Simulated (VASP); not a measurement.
# ZnCu: single point with PBE

The system is ZnCu.

```
CELL_PARAMETERS angstrom
2.94500 0.00000 0.00000
0.00000 2.94500 0.00000
0.00000 0.00000 2.94500
ATOMIC_POSITIONS crystal
Zn 0.50000 0.50000 0.50000
Cu 0.00000 0.00000 0.00000
```

```
Program                : VASP 6.6.1
Task                   : single point
Functional             : PBE
Potentials or basis    : VASP PAW PBE potentials, release 64 (Zn, Cu)
Cutoff                 : 520 eV
k mesh                 : 14 × 14 × 14
Occupations            : gaussian, width 0.1 eV
Spin                   : no spin polarisation
Dipole correction      : no
Further INCAR settings : ALGO = Normal; EDIFF = 1e-07; NBANDS = 18
```

```json
{
 "Pressure": "2.8 GPa",
 "Band gap on the k mesh": "zero (an odd number of electrons rules out a gap without spin polarisation)"
}
```

Levels at points of the mesh, in eV from the Fermi level:
| k point | band 9 | band 10 | band 11 | band 12 | band 13 | band 14 | band 15 | band 16 |
| --- | --- | --- | --- | --- | --- | --- | --- | --- |
| (0.00, 0.00, 0.00) | -2.75 | -2.75 | -2.75 | 6.22 | 6.22 | 6.22 | 11.24 | 11.24 |
| (0.50, 0.00, 0.00) | -3.30 | -3.30 | -2.82 | -2.03 | 11.70 | 11.70 | 12.33 | 12.33 |
| (0.50, 0.50, 0.00) | -2.90 | -2.52 | -1.90 | -1.90 | 1.74 | 2.09 | 13.92 | 15.51 |
| (0.50, 0.50, 0.50) | -2.50 | -2.50 | 3.84 | 4.32 | 4.32 | 4.32 | 4.50 | 4.50 |

Run time: 73 s on 1 thread of Intel Xeon 8259CL (shared host), peak memory 0.18 GiB.
